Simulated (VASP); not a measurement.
# BaTiO3 (Cm) in VASP: notebook

The runs below take BaTiO3 through single point, with r2SCAN.

Program: VASP 6.6.1. These are calculated values, not measurements. Logs are shortened: lines on timing, memory, paths and dates and some standing lists are left out, and cuts for length are marked.

## Step 1: The cell of the first run

Symmetry: Cm, No. 8, monoclinic system. The conventional cell has a = 5.701 Å, b = 5.680 Å, c = 12.113 Å, α = 90.00°, β = 94.79°, γ = 90.00°. Within 3.7 Å of Ba (site symmetry m) lie 12 O at 2.47 to 3.34 Å and 7 Ti at 2.75 to 3.66 Å. Within 3.7 Å of Ba (site symmetry m) lie 12 O at 2.78 to 2.93 Å and 8 Ti at 3.40 to 3.59 Å. Within 3.7 Å of Ba (site symmetry m) lie 12 O at 2.78 to 2.93 Å and 8 Ti at 3.40 to 3.59 Å. Ti (site symmetry m) has 6 O at 1.87 to 2.43 Å within 2.5 Å. Within 2.5 Å of Ti (site symmetry m) lie 6 O at 1.87 to 2.16 Å. Within 2.5 Å of Ti (site symmetry m) lie 6 O at 1.87 to 2.16 Å. O (site symmetry 1) has 2 Ti at 1.87 to 2.16 Å and 1 Ba at 2.47 Å and 1 O at 2.56 Å within 2.6 Å. Within 2.5 Å of O (site symmetry 1) lie 2 Ti at 1.87 to 2.16 Å.

## Step 2: Single point, r2SCAN (the part above a cut slid along it)

POSCAR reads:

```
BaTiO3
1.0
    2.8400536680     -1.6397057497     -2.3314328258
    0.0000000000      3.2794114995     -2.3314328258
   10.8867777256      6.2854840505      3.1087325300
Ba Ti O
3 3 9
Direct
    0.2315552192      0.2315552192      0.9188283674
    0.7870885526      0.7870885526      0.2521617007
    0.5093218859      0.5093218859      0.5854950341
    0.4087696363      0.4087696363      0.0899826165
    0.1310029696      0.1310029696      0.4233159498
   -0.1467636970     -0.1467636970      0.7566492831
    0.4426230376     -0.0477830523      0.0811512176
    0.1648563709     -0.3255497190      0.4144845509
   -0.1129102958     -0.6033163857      0.7478178843
   -0.0477830523      0.4426230376      0.0811512176
   -0.3255497190      0.1648563709      0.4144845509
   -0.6033163857     -0.1129102958      0.7478178843
    0.3064045727      0.3064045727      0.2446199142
    0.0286379060      0.0286379060      0.5779532476
   -0.2491287607     -0.2491287607      0.9112865809
```

INCAR.step1 reads:

```
PREC     = Accurate       # precision mode
ENCUT    = 520            # plane-wave cutoff, eV
ISMEAR   = 0              # smearing method
SIGMA    = 0.05           # smearing width, eV
LREAL    = Auto         
LASPH    = True           # aspherical terms in the spheres
NELM     = 60             # most SCF steps
NBANDS   = 73             # bands
GGA      = PE             # functional
ALGO     = Normal         # electronic algorithm
EDIFF    = 1E-4           # SCF threshold, eV
LWAVE    = True           # write WAVECAR
LCHARG   = False          # write CHGCAR
```

INCAR.step2 reads:

```
PREC     = Accurate       # precision mode
ENCUT    = 520            # plane-wave cutoff, eV
EDIFF    = 1E-6           # SCF threshold, eV
ISMEAR   = 0              # smearing method
SIGMA    = 0.05           # smearing width, eV
LREAL    = Auto         
LASPH    = True           # aspherical terms in the spheres
NELM     = 60             # most SCF steps
ALGO     = Normal         # electronic algorithm
ISIF     = 2              # what is computed and relaxed
LWAVE    = False          # write WAVECAR
LCHARG   = False          # write CHGCAR
METAGGA  = R2SCAN         # meta-GGA
LMIXTAU  = True         
NBANDS   = 73             # bands
ISTART   = 1
```

KPOINTS reads:

```
regular mesh
0
Gamma
  6 6 2
```

Potentials or basis: VASP PAW PBE potentials, release 64 (Ba_sv, Ti_sv, O).

Started as:

```bash
cat potpaw_PBE.64/Ba_sv/POTCAR potpaw_PBE.64/Ti_sv/POTCAR potpaw_PBE.64/O/POTCAR > POTCAR
cp INCAR.step1 INCAR
mpirun -np 1 vasp_std > vasp.out
cp INCAR.step2 INCAR
mpirun -np 1 vasp_std > vasp.out
```

OUTCAR:

```text
PREC = Accurate
   ENCUT = 520
   EDIFF = 1E-6
   ISMEAR = 0
   LREAL = Auto
   LASPH = True
   NELM = 60
   ISIF = 2
   METAGGA = R2SCAN
   ISTART = 1

 ion  position               nearest neighbor table
   1  0.232  0.232  0.919-   7 2.47  10 2.47   4 2.75  15 2.78   9 2.84  12 2.84  15 2.84  15 2.84
                             9 2.93  12 2.93  15 2.93   7 3.34  10 3.34   6 3.40   6 3.45   6 3.45
   2  0.787  0.787  0.252-  13 2.78   8 2.78  11 2.78   7 2.84  10 2.84   8 2.84  11 2.84  13 2.84
                            13 2.84   7 2.93  10 2.93  13 2.93   4 3.40   4 3.45   4 3.45   5 3.45
   3  0.509  0.509  0.585-  14 2.78   9 2.78  12 2.78   9 2.84  12 2.84  14 2.84  14 2.84   8 2.84
                            11 2.84  14 2.93   8 2.93  11 2.93   5 3.40   6 3.45   5 3.45   5 3.45
   4  0.409  0.409  0.090-  13 1.87  10 1.87   7 1.87  10 2.16   7 2.16  15 2.43   1 2.75   2 3.40
                             2 3.45   2 3.45   2 3.51   1 3.66   1 3.66
   5  0.131  0.131  0.423-  11 1.87   8 1.87  14 1.87  11 2.16   8 2.16  13 2.16   3 3.40   2 3.45
                             3 3.45   3 3.45   2 3.51   2 3.51   3 3.51   2 3.59
   6  0.853  0.853  0.757-  12 1.87   9 1.87  15 1.87  14 2.16  12 2.16   9 2.16   1 3.40   3 3.45
                             1 3.45   1 3.45   3 3.51   3 3.51   1 3.51   3 3.59
   7  0.443  0.952  0.081-   4 1.87   4 2.16   1 2.47   2 2.84   2 2.93   1 3.34
   8  0.165  0.674  0.414-   5 1.87   5 2.16   2 2.78   2 2.84   3 2.84   3 2.93
   9  0.887  0.397  0.748-   6 1.87   6 2.16   3 2.78   1 2.84   3 2.84   1 2.93
  10  0.952  0.443  0.081-   4 1.87   4 2.16   1 2.47   2 2.84   2 2.93   1 3.34
  11  0.674  0.165  0.414-   5 1.87   5 2.16   2 2.78   2 2.84   3 2.84   3 2.93
  12  0.397  0.887  0.748-   6 1.87   6 2.16   3 2.78   1 2.84   3 2.84   1 2.93
  13  0.306  0.306  0.245-   4 1.87   5 2.16   2 2.78   2 2.84   2 2.84   2 2.93
  14  0.029  0.029  0.578-   5 1.87   6 2.16   3 2.78   3 2.84   3 2.84   3 2.93
  15  0.751  0.751  0.911-   6 1.87   4 2.43   1 2.78   1 2.84   1 2.84   1 2.93

  LATTYP: Found a base centered monoclinic cell.
 ALAT       =     5.7006013602
 B/A-ratio  =     0.9964049364
 C/A-ratio  =     2.1249069399
 COS(beta)  =    -0.0835169770

  Lattice vectors:

 A1 = (   2.8400536680,  -1.6397057497,  -2.3314328258)
 A2 = (   0.0000000000,   3.2794114995,  -2.3314328258)
 A3 = (   8.0467240576,   4.6457783007,   7.7715981816)

Analysis of symmetry for initial positions (statically):
=====================================================================
 Subroutine PRICEL returns:
 Original cell was already a primitive cell.

 Routine SETGRP: Setting up the symmetry group for a
 base centered monoclinic supercell.

 Subroutine GETGRP returns: Found  2 space group operations
 (whereof  2 operations were pure point group operations)
 out of a pool of  4 trial point group operations.

The static configuration has the point symmetry C_1h.

Analysis of symmetry for dynamics (positions and initial velocities):
=====================================================================
 Subroutine PRICEL returns:
 Original cell was already a primitive cell.

 Routine SETGRP: Setting up the symmetry group for a
 base centered monoclinic supercell.

 Subroutine GETGRP returns: Found  2 space group operations
 (whereof  2 operations were pure point group operations)
 out of a pool of  4 trial point group operations.

The dynamic configuration has the point symmetry C_1h.

 Subroutine INISYM returns: Found  2 space group operations
 (whereof  2 operations are pure point group operations),
 and found     1 'primitive' translations

----------------------------------------------------------------------------------------

                                     Primitive cell

  volume of cell :     195.4285

  direct lattice vectors                    reciprocal lattice vectors
     2.840053668 -1.639705750 -2.331432826     0.127151353 -0.129877639 -0.182686894
     0.000000000  3.279411500 -2.331432826    -0.048901658  0.175055121 -0.182686894
    10.886777726  6.285484051  3.108732530     0.058684337  0.033881418  0.047657865

  length of vectors
     4.023694671  4.023694671 12.949650842     0.257701705  0.257701705  0.082843672

  position of ions in fractional coordinates (direct lattice)
     0.231555219  0.231555219  0.918828367
     0.787088553  0.787088553  0.252161701
[... 50 lines left out ...]
  Shift w.r.t. Gamma in fractional coordinates (k-lattice)
     0.000000000  0.000000000  0.000000000

 Subroutine IBZKPT returns following result:
 ===========================================

 Found     26 irreducible k-points:

 Following reciprocal coordinates:
            Coordinates               Weight
  0.000000  0.000000  0.000000      1.000000
  0.166667  0.000000 -0.000000      4.000000
  0.333333 -0.000000 -0.000000      4.000000
  0.500000 -0.000000  0.000000      2.000000
  0.166667  0.166667  0.000000      2.000000
  0.333333  0.166667  0.000000      4.000000
[... 16 lines left out ...]
  0.333333  0.333333  0.500000      2.000000
  0.500000  0.333333  0.500000      4.000000
 [... further k-points ...]
   k-points           NKPTS =     26   k-points in BZ     NKDIM =     26   number of bands    NBANDS=     73
   number of dos      NEDOS =    301   number of ions     NIONS =     15
   total plane-waves  NPLWV =  86400
   dimension x,y,z NGX =    30 NGY =   30 NGZ =   96
   dimension x,y,z NGXF=    60 NGYF=   60 NGZF=  192
   ions per type =               3   3   9
   NGX,Y,Z   is equivalent  to a cutoff of  12.40, 12.40, 12.32 a.u.
   NGXF,Y,Z  is equivalent  to a cutoff of  24.79, 24.79, 24.65 a.u.
 SYSTEM =  unknown system
   PREC   = accura    normal or accurate (medium, high low for compatibility)
   ISTART =      1    job   : 0-new  1-cont  2-samecut
   ICHARG =      0    charge: 1-file 2-atom 10-const
   ISPIN  =      1    spin polarized calculation?
   LNONCOLLINEAR =      F non collinear calculations
   LSORBIT =      F    spin-orbit coupling
   LASPH  =      T    aspherical Exc in radial PAW
   ENCUT  =  520.0 eV  38.22 Ry    6.18 a.u.   7.48  7.48 24.08*2*pi/ulx,y,z
   NELM   =     60;   NELMIN=  2; NELMDL=  0     # of ELM steps
   EDIFF  = 0.1E-05   stopping-criterion for ELM
   LREAL  =      T    real-space projection
   EDIFFG = 0.1E-04   stopping-criterion for IOM
   NSW    =      0    number of steps for IOM
   IBRION =     -1    ionic relax: 0-MD 1-quasi-New 2-CG
   NFREE  =      0    steps in history (QN), initial steepest desc. (CG)
   ISIF   =      2    stress and relaxation
   ISYM   =      2    0-nonsym 1-usesym 2-fastsym
   POTIM  = 0.5000    time-step for ionic-motion
   TEBEG  =    0.0;   TEEND  =   0.0 temperature during run
   PSTRESS=    0.0 pullay stress
   NELECT =     120.0000    total number of electrons
   NUPDOWN=      -1.0000    fix difference up-down
   EMIN   =  10.00;   EMAX   =-10.00  energy-range for DOS
   EFERMI =   0.00;   METHOD = LEGACY
   ISMEAR =     0;   SIGMA  =   0.05  broadening in eV -4-tet -1-fermi 0-gaus
   EFERMI_NEDOS =   21; number of points for ismear=-14 and -15
   IALGO  =     38    algorithm
   IMIX   =      4    mixing-type and parameters
     AMIX     =   0.40;   BMIX     =  1.00
     AMIX_MAG =   1.60;   BMIX_MAG =  1.00
  volume/ion in A,a.u.               =      13.03        87.92
  Fermi-wavevector in a.u.,A,eV,Ry     =   1.391466  2.629490 26.343298  1.936178
  Thomas-Fermi vector in A             =   2.515302
   LORBIT       =      0    0 simple, 1 ext, 2 COOP (PROOUT), +10 PAW based schemes
   METAGGA = R2SCAN    functional components
   LHFCALC =     F    Hartree Fock is set to
   AEXX    =    0.0000 exact exchange contribution
   IVDW    =     0    specifies the selected vdW correction
   LEPSILON=     F    determine dielectric tensor
   LRPA    =     F    only Hartree local field effects (RPA)
 non-spin polarized calculation
 Gauss-broadening in eV      SIGMA  =   0.05
  energy-cutoff  :      520.00
  volume of cell :      195.43
 maximum number of plane-waves:      5299
 NGX is ok and might be reduce to    30
   NGX = 15   NGY = 15   NGZ = 49

 number of electron     120.0000001 magnetization

 Free energy of the ion-electron system (eV)
  ---------------------------------------------------
  ext. energy  EPLUGINS =         0.00000000
  ---------------------------------------------------
  free energy    TOTEN  =      -220.53424341 eV

  energy without entropy =     -220.53424341  energy(sigma->0) =     -220.53424341

 E-fermi :   3.7963     XC(G=0): -11.7956

 val. band max:        3.5355962109   @ k =   0.5000   0.5000   0.5000
 cond. band min:       5.8865241301   @ k =   0.0000   0.0000   0.5000
 fundamental gap:      2.3509279192
 Fermi energy:         3.7963443787

 k-point     1 :       0.0000    0.0000    0.0000
  band No.  band energies     occupation
      1     -55.4705      2.00000
      2     -55.1984      2.00000
      3     -54.8737      2.00000
      4     -30.8552      2.00000
      5     -30.6385      2.00000
      6     -30.6050      2.00000
[... 1789 lines left out ...]
     71       9.6442      0.00000
     72      10.4124      0.00000

 [... further k-points ...]

 [bands above 72 left out]

------------------------ aborting loop because EDIFF is reached ----------------------------------------

  FORCE on cell =-STRESS in cart. coord.  units (eV):
  Direction    XX          YY          ZZ          XY          YZ          ZX
  --------------------------------------------------------------------------------------
  -------------------------------------------------------------------------------------
  Total       12.6222638      6.4484150     -3.7808745      5.3467100      0.3539595      0.6131089
  in kB      103.4808430     52.8659063    -30.9966649     43.8338210      2.9018590      5.0264375
  external PRESSURE =      41.7833615 kB  Pullay stress =       0.0000000 kB

 VOLUME and BASIS-vectors are now :
 -----------------------------------------------------------------------------
  energy-cutoff  :      520.00
  volume of cell :      195.43
      direct lattice vectors                 reciprocal lattice vectors
     2.840053668 -1.639705750 -2.331432826     0.127151353 -0.129877639 -0.182686894
     0.000000000  3.279411500 -2.331432826    -0.048901658  0.175055121 -0.182686894
    10.886777726  6.285484051  3.108732530     0.058684337  0.033881418  0.047657865

 POSITION                                       TOTAL-FORCE (eV/Angst)
 -----------------------------------------------------------------------------------
     10.66071      6.15496      1.77668        -4.002307     -2.310733      0.063473
      4.98060      2.87555     -2.88618        -0.022995     -0.013276     -0.008675
      7.82066      4.51526     -0.55475         0.119271      0.068861      0.067285
      2.14055      1.23585     -1.62631         2.836281      1.637528     -0.509947
      4.98060      2.87555      0.70513         0.381292      0.220139      0.080258
     10.66071      6.15496     -1.62631         0.399906      0.230886      0.063442
      2.14055      2.90701     -2.99970         1.209647      0.961575     -0.071130
      4.98060      4.54672     -0.66827        -0.088439     -0.147024      0.007200
     10.66071      4.54672     -0.66827        -0.108988     -0.169217      0.106280
      3.58782      0.40026     -2.99970         1.437572      0.566798     -0.071130
      6.42788      2.03997     -0.66827        -0.171546     -0.003078      0.007200
      9.26793      6.95909     -0.66827        -0.201040     -0.009778      0.106280
      3.53333      2.03997     -0.66827        -0.368470     -0.212736     -0.349430
      6.37338      3.67967      1.66317        -0.258871     -0.149459     -0.182071
     12.05349      6.95909     -0.66827        -1.161313     -0.670485      0.690965
 -----------------------------------------------------------------------------------
    total drift:                                0.042436      0.024500      0.020251

  FREE ENERGIE OF THE ION-ELECTRON SYSTEM (eV)
  ---------------------------------------------------
  free  energy   TOTEN  =      -220.5342434097 eV

  energy  without entropy=     -220.5342434097  energy(sigma->0) =     -220.53424341
```

Run time: 17 min. Hardware: 1 thread of AMD EPYC 9R45 (Zen 5), shared host; peak memory 0.41 GiB.

Results:

```
Free energy            : -220.5342 eV
Pressure               : 4.2 GPa
Largest force          : 4.622 eV/Å
Band gap on the k mesh : 2.35 eV (least direct gap 2.83 eV)
```

Forces on the atoms (eV/Å):
```
Ba  -4.002 -2.311  0.063
Ba  -0.023 -0.013 -0.009
Ba   0.119  0.069  0.067
Ti   2.836  1.638 -0.510
Ti   0.381  0.220  0.080
Ti   0.400  0.231  0.063
O    1.210  0.962 -0.071
O   -0.088 -0.147  0.007
O   -0.109 -0.169  0.106
O    1.438  0.567 -0.071
O   -0.172 -0.003  0.007
O   -0.201 -0.010  0.106
O   -0.368 -0.213 -0.349
O   -0.259 -0.149 -0.182
O   -1.161 -0.670  0.691
```

Levels at points of the mesh, in eV from the valence-band top:
| k point | band 57 | band 58 | band 59 | band 60 | band 61 | band 62 | band 63 | band 64 |
| --- | --- | --- | --- | --- | --- | --- | --- | --- |
| (0.00, 0.00, 0.00) | -0.79 | -0.77 | -0.53 | -0.46 | 2.37 | 2.51 | 2.71 | 2.94 |
| (0.50, 0.00, 0.00) | -0.95 | -0.85 | -0.66 | -0.22 | 2.78 | 3.19 | 3.65 | 3.81 |
| (0.50, 0.50, 0.00) | -0.35 | -0.30 | -0.07 | -0.04 | 3.63 | 3.85 | 4.12 | 4.20 |
| (0.00, 0.00, 0.50) | -0.72 | -0.66 | -0.59 | -0.52 | 2.35 | 2.68 | 2.69 | 2.85 |
| (0.50, 0.00, 0.50) | -1.05 | -0.70 | -0.50 | -0.29 | 2.80 | 3.34 | 3.68 | 3.75 |
| (0.50, 0.50, 0.50) | -0.29 | -0.18 | -0.05 | 0.00 | 3.62 | 3.86 | 4.05 | 4.21 |

Caveat: the cell differs from its parent crystal (the part above a cut slid along it); the stress differs along the axes, from -3 to 10 GPa; the PAW data sets were made with another functional, which shifts forces and pressure a little; spin-orbit coupling is left out, which moves the levels of the heavy elements. A k mesh can miss the band edges.

## Step 3: Single point, r2SCAN (the part above a cut slid along it)

POSCAR reads:

```
BaTiO3
1.0
    2.8400536680     -1.6397057497     -2.3314328258
    0.0000000000      3.2794114995     -2.3314328258
    9.2301744210      5.3290436866      5.8285820646
Ba Ti O
3 3 9
Direct
    0.7675078059      0.7675078060      0.9188283674
    0.9341744726      0.9341744726      0.2521617007
    0.8508411393      0.8508411393      0.5854950341
    0.4612564965      0.4612564965      0.0899826165
    0.3779231631      0.3779231631      0.4233159498
    0.2945898298      0.2945898298      0.7566492831
    0.4899585428     -0.0004475471      0.0811512176
    0.4066252095     -0.0837808804      0.4144845509
    0.3232918761     -0.1671142138      0.7478178843
   -0.0004475471      0.4899585428      0.0811512176
   -0.0837808804      0.4066252095      0.4144845509
   -0.1671142138      0.3232918761      0.7478178843
    0.4490913686      0.4490913686      0.2446199142
    0.3657580353      0.3657580353      0.5779532476
    0.2824247020      0.2824247020      0.9112865809
```

INCAR.step1 reads:

```
SYSTEM = BaTiO3
PREC = Accurate ; ENCUT = 520
ISMEAR = 0 ; SIGMA = 0.05
LREAL = Auto ; LASPH = .True.
NELM = 60 ; NBANDS = 73
GGA = PE ; ALGO = Normal
EDIFF = 1E-4 ; LWAVE = .True.
LCHARG = .False.
```

INCAR.step2 reads:

```
SYSTEM = BaTiO3
PREC = Accurate ; ENCUT = 520
EDIFF = 1E-6 ; ISMEAR = 0
SIGMA = 0.05 ; LREAL = Auto
LASPH = .True. ; NELM = 60
ALGO = Normal ; ISIF = 2
LWAVE = .False. ; LCHARG = .False.
METAGGA = R2SCAN ; LMIXTAU = .True.
NBANDS = 73 ; ISTART = 1
```

KPOINTS reads:

```
Automatic mesh
0
Gamma
  6 6 2
  0 0 0
```

Potentials or basis: VASP PAW PBE potentials, release 64 (Ba_sv, Ti_sv, O).

Started as:

```bash
cat potpaw_PBE.64/Ba_sv/POTCAR potpaw_PBE.64/Ti_sv/POTCAR potpaw_PBE.64/O/POTCAR > POTCAR
cp INCAR.step1 INCAR
mpirun -np 1 vasp_std > vasp.out
cp INCAR.step2 INCAR
mpirun -np 1 vasp_std > vasp.out
```

Wall time 23 min (1 thread of AMD EPYC 7R13 (Zen 3), shared host); peak memory 0.41 GiB.

Results (log left out):

```yaml
Free_energy: -219.0786 eV
Pressure: 5.0 GPa
Largest_force: 6.027 eV/Å
Band_gap_on_the_k_mesh: 2.07 eV (least direct gap 2.55 eV)
```

Forces in eV/Å, atoms in the order of the input:
```
Ba  -2.519 -1.454 -5.279
Ba  -0.053 -0.031 -0.144
Ba   0.138  0.080  0.075
Ti   1.074  0.620  5.111
Ti   0.455  0.263  0.162
Ti   0.706  0.407  0.098
O    1.413  0.605  0.948
O   -0.106 -0.168 -0.004
O   -0.101 -0.197  0.186
O    1.231  0.921  0.948
O   -0.198 -0.007 -0.004
O   -0.221  0.011  0.186
O   -0.559 -0.323 -0.296
O   -0.305 -0.176 -0.244
O   -0.955 -0.551 -1.744
```

Stress tensor (GPa, compression positive):
```
 2.54 -0.06  6.08
-0.06  2.61  3.51
 6.08  3.51  9.90
```

Levels at points of the mesh, in eV from the valence-band top:
```
           k point  band 58  band 59  band 60  band 61  band 62  band 63
(0.00, 0.00, 0.00)    -0.71    -0.62    -0.47     2.07     2.09     2.35
(0.50, 0.00, 0.00)    -0.72    -0.46    -0.36     2.32     2.98     3.12
(0.50, 0.50, 0.00)    -0.40    -0.18    -0.08     2.81     3.41     3.89
(0.00, 0.00, 0.50)    -0.84    -0.62    -0.57     2.07     2.08     2.41
(0.50, 0.00, 0.50)    -0.89    -0.59    -0.29     2.36     2.98     3.14
(0.50, 0.50, 0.50)    -0.30    -0.18     0.00     2.81     3.41     3.89
```

Caveat: the cell differs from its parent crystal (the part above a cut slid along it); the stress differs along the axes, from 3 to 10 GPa; the PAW data sets were made with another functional, which shifts forces and pressure a little; spin-orbit coupling is left out, which moves the levels of the heavy elements.

(Continued in part 2 of 2.)
